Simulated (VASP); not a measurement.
# Te2Mo (Fm-3m) in VASP: a series of runs, part 2 of 2

VASP 6.6.1. The steps go on from the part before.

### 3 Single point, PBEsol

INCAR reads:

```
PREC = Accurate
ENCUT = 500
EDIFF = 1E-6
ISMEAR = 1
SIGMA = 0.2
LREAL = F
LASPH = T
NELM = 120
ALGO = Normal
ISIF = 2
LWAVE = F
LCHARG = T
GGA = PS
LELF = T
LVHAR = T
NBANDS = 20
GGA_COMPAT = F
```

KPOINTS reads:

```
Automatic mesh
0
Gamma
  4 4 4
```

POSCAR reads:

```
Te2Mo
1.0
    0.0000000000      3.3148317929      3.3148317929
    3.3148317929      0.0000000000      3.3148317929
    3.3148317929      3.3148317929      0.0000000000
Mo Te
1 2
Direct
    0.0000000000      0.0000000000      0.0000000000
    0.2500000000      0.2500000000      0.2500000000
    0.7500000000      0.7500000000      0.7500000000
```

Potentials or basis: VASP PAW PBE potentials, release 64 (Mo_sv, Te).

Run with:

```sh
$ cat potpaw_PBE.64/Mo_sv/POTCAR potpaw_PBE.64/Te/POTCAR > POTCAR
$ mpirun -np 1 vasp_std > vasp.out
```

OUTCAR:

```text
PREC = Accurate
   ENCUT = 500
   EDIFF = 1E-6
   ISMEAR = 1
   LREAL = F
   LASPH = T
   NELM = 120
   ISIF = 2
   GGA = PS

 ion  position               nearest neighbor table
   1  0.000  0.000  0.000-   2 2.87   3 2.87   3 2.87   3 2.87   3 2.87   2 2.87   2 2.87   2 2.87

   2  0.250  0.250  0.250-   1 2.87   1 2.87   1 2.87   1 2.87   3 3.31   3 3.31   3 3.31   3 3.31
                             3 3.31   3 3.31
   3  0.750  0.750  0.750-   1 2.87   1 2.87   1 2.87   1 2.87   2 3.31   2 3.31   2 3.31   2 3.31
                             2 3.31   2 3.31

  LATTYP: Found a face centered cubic cell.
 ALAT       =     6.6296635858

  Lattice vectors:

 A1 = (   0.0000000000,   3.3148317929,   3.3148317929)
 A2 = (   3.3148317929,   0.0000000000,   3.3148317929)
 A3 = (   3.3148317929,   3.3148317929,   0.0000000000)

Analysis of symmetry for initial positions (statically):
=====================================================================
 Subroutine PRICEL returns:
 Original cell was already a primitive cell.

 Routine SETGRP: Setting up the symmetry group for a
 face centered cubic supercell.

 Subroutine GETGRP returns: Found 48 space group operations
 (whereof 48 operations were pure point group operations)
 out of a pool of 48 trial point group operations.

The static configuration has the point symmetry O_h .

Analysis of symmetry for dynamics (positions and initial velocities):
=====================================================================
 Subroutine PRICEL returns:
 Original cell was already a primitive cell.

 Routine SETGRP: Setting up the symmetry group for a
 face centered cubic supercell.

 Subroutine GETGRP returns: Found 48 space group operations
 (whereof 48 operations were pure point group operations)
 out of a pool of 48 trial point group operations.

The dynamic configuration has the point symmetry O_h .

 Subroutine INISYM returns: Found 48 space group operations
[... 99 lines left out ...]
   IALGO  =     38    algorithm
   IMIX   =      4    mixing-type and parameters
     AMIX     =   0.40;   BMIX     =  1.00
     AMIX_MAG =   1.60;   BMIX_MAG =  1.00
  volume/ion in A,a.u.               =      24.28       163.87
  Fermi-wavevector in a.u.,A,eV,Ry     =   1.161256  2.194455 18.347652  1.348514
  Thomas-Fermi vector in A             =   2.297829
   LORBIT       =      0    0 simple, 1 ext, 2 COOP (PROOUT), +10 PAW based schemes
   GGA     = PS    functional components
   LHFCALC =     F    Hartree Fock is set to
   AEXX    =    0.0000 exact exchange contribution
   IVDW    =     0    specifies the selected vdW correction
   LEPSILON=     F    determine dielectric tensor
   LRPA    =     F    only Hartree local field effects (RPA)
 non-spin polarized calculation
 Methfessel and Paxton  Order N= 1 SIGMA  =   0.20
  energy-cutoff  :      500.00
  volume of cell :       72.85
 maximum number of plane-waves:      1868
 NGX is ok and might be reduce to    36
   NGX = 17   NGY = 17   NGZ = 17

 number of electron      26.0000001 magnetization

 Free energy of the ion-electron system (eV)
  ---------------------------------------------------
  ext. energy  EPLUGINS =         0.00000000
  ---------------------------------------------------
  free energy    TOTEN  =       -18.17291144 eV

  energy without entropy =      -18.17519084  energy(sigma->0) =      -18.17367124

 E-fermi :   8.5926     XC(G=0): -10.7446

 val. band max:        8.5138396888   @ k =   0.5000   0.5000   0.0000
 cond. band min:       8.6404410539   @ k =   0.5000   0.2500   0.0000
 fundamental gap:      0.1266013650
 Fermi energy:         8.5926276921

 k-point     1 :       0.0000    0.0000    0.0000
  band No.  band energies     occupation
      1     -51.7925      2.00000
      2     -25.9376      2.00000
      3     -25.9376      2.00000
      4     -25.9376      2.00000
      5      -4.9869      2.00000
      6      -0.3437      2.00000
[... 173 lines left out ...]
     19      13.7866      0.00000
     20      16.4487      0.00000

------------------------ aborting loop because EDIFF is reached ----------------------------------------

  FORCE on cell =-STRESS in cart. coord.  units (eV):
  Direction    XX          YY          ZZ          XY          YZ          ZX
  --------------------------------------------------------------------------------------
  -------------------------------------------------------------------------------------
  Total       -0.9604965     -0.9604965     -0.9604965      0.0000000     -0.0000000      0.0000000
  in kB      -21.1247646    -21.1247646    -21.1247646      0.0000000     -0.0000000      0.0000000
  external PRESSURE =     -21.1247646 kB  Pullay stress =       0.0000000 kB

 VOLUME and BASIS-vectors are now :
 -----------------------------------------------------------------------------
  energy-cutoff  :      500.00
  volume of cell :       72.85
      direct lattice vectors                 reciprocal lattice vectors
     0.000000000  3.314831793  3.314831793    -0.150837216  0.150837216  0.150837216
     3.314831793  0.000000000  3.314831793     0.150837216 -0.150837216  0.150837216
     3.314831793  3.314831793  0.000000000     0.150837216  0.150837216 -0.150837216

 POSITION                                       TOTAL-FORCE (eV/Angst)
 -----------------------------------------------------------------------------------
      0.00000      0.00000      0.00000        -0.000000      0.000000     -0.000000
      1.65742      1.65742      1.65742         0.000000      0.000000      0.000000
      4.97225      4.97225      4.97225        -0.000000     -0.000000     -0.000000
 -----------------------------------------------------------------------------------
    total drift:                               -0.000000      0.000000      0.000000

  FREE ENERGIE OF THE ION-ELECTRON SYSTEM (eV)
  ---------------------------------------------------
  free  energy   TOTEN  =       -18.1729114367 eV

  energy  without entropy=      -18.1751908441  energy(sigma->0) =      -18.17367124
```

stdout:

```text
POSCAR found type information on POSCAR MoTe
 POSCAR found :  2 types and       3 ions
 scaLAPACK will be used
 -----------------------------------------------------------------------------
|                                                                             |
|                                                                             |
|     You enforced a specific xc type in the INCAR file but a different       |
|     I HOPE YOU KNOW WHAT YOU ARE DOING!                                     |
|                                                                             |
 -----------------------------------------------------------------------------

 LDA part: xc-table for (Slater+PW92), standard interpolation
 POSCAR, INCAR and KPOINTS ok, starting setup
 FFT: planning ... GRIDC
 FFT: planning ... GRID_SOFT
 FFT: planning ... GRID
 WAVECAR not read
 entering main loop
```

Wall time 7 s (1 thread of Intel Xeon 6975P-C (Granite Rapids), shared host); peak memory 0.2 GiB.

Results:

```yaml
Free_energy: -18.1729 eV
Pressure: -2.1 GPa
Band_gap_on_the_k_mesh: zero (band 13 reaches 8.95 eV, above the bottom of band 14 at 8.21 eV)
```

Levels at points of the mesh, in eV from the Fermi level:
```
           k point  band 11  band 12  band 13  band 14  band 15  band 16
(0.00, 0.00, 0.00)    -0.65     0.33     0.33     0.33     3.35     3.35
(0.50, 0.00, 0.00)    -2.40    -2.20    -0.38    -0.38     1.38     3.32
(0.50, 0.50, 0.00)    -1.63    -0.79    -0.08     1.36     2.53     3.90
```

Caveat: the k points lie up to 0.41 Å⁻¹ apart; the PAW data sets were made with another functional, which shifts forces and pressure a little; spin-orbit coupling is left out, which moves the levels of the heavy elements.
